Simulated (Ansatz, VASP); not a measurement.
One calculation of LiH, two programs

```
Li H
1.0
     0.00000    2.03675    2.03675
     2.03675    0.00000    2.03675
     2.03675    2.03675    0.00000
Li H
1 1
Direct
  0.00000 0.00000 0.00000
  0.50000 0.50000 0.50000
```

Alike in both runs: task relaxation of the atoms; functional PBE; k mesh 12 × 12 × 12; occupations fermi-dirac, width 0.02 eV; no spin polarisation.

|  | VASP | Ansatz |
| --- | --- | --- |
| version | VASP 6.6.1 | Ansatz 0.2.0 |
| potentials or method | VASP PAW PBE potentials, release 64 (Li_sv, H) | plane-wave PAW, scalar-relativistic |
| plane-wave cutoff (eV) | 520 | 420 |
| valence electrons in the cell | 4 | 4 |

```tsv
	VASP	Ansatz	Ansatz less VASP
gap on the k mesh at the Fermi level, each at its own relaxed structure (eV)	3.01	3.02	+0.007
```

Ansatz's warnings: stress scf threshold loose.

Noted on VASP's run: the cutoff is short for stress, so the pressure is rough; the relaxation stopped at its first step, so nothing moved.
